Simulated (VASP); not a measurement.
TiPt3, 4 atoms in the cell. Symmetry: Pm-3m, No. 221, cubic system. Conventional cell: a = 3.784 Å, b = 3.784 Å, c = 3.784 Å, α = 90.00°, β = 90.00°, γ = 90.00°. Within 3.5 Å of Pt (site symmetry 4/mmm) lie 8 Pt at 2.68 Å and 4 Ti at 2.68 Å. Within 3.5 Å of Ti (site symmetry m-3m) lie 12 Pt at 2.68 Å. 

* Program: VASP 6.6.1
* Task: single point
* Functional: PBEsol
* Potentials or basis: VASP PAW PBE potentials, release 64 (Pt, Ti_sv)
* Cutoff: 520 eV
* k mesh: 7 × 7 × 7
* Occupations: fermi-dirac, width 0.05 eV
* Spin: no spin polarisation
* Dipole correction: no
* Further INCAR settings: ALGO = Normal; EDIFF = 1e-06; NBANDS = 29

Potentials or basis: VASP PAW PBE potentials, release 64 (Pt, Ti_sv).

The run is started by

```bash
$ cat potpaw_PBE.64/Pt/POTCAR potpaw_PBE.64/Ti_sv/POTCAR > POTCAR
$ mpirun -np 1 vasp_std > vasp.out
```

Hardware: 1 thread of Intel(R) Xeon(R) Platinum 8259CL CPU @ 2.50GHz (Skylake/Cascade Lake), on a shared host.

How long does it take, and how much memory?

Run time: 30 s on 1 thread of Intel(R) Xeon(R) Platinum 8259CL CPU @ 2.50GHz (Skylake/Cascade Lake), on a shared host, peak memory 0.17 GiB. Counts: scf iterations 15, k points 20.
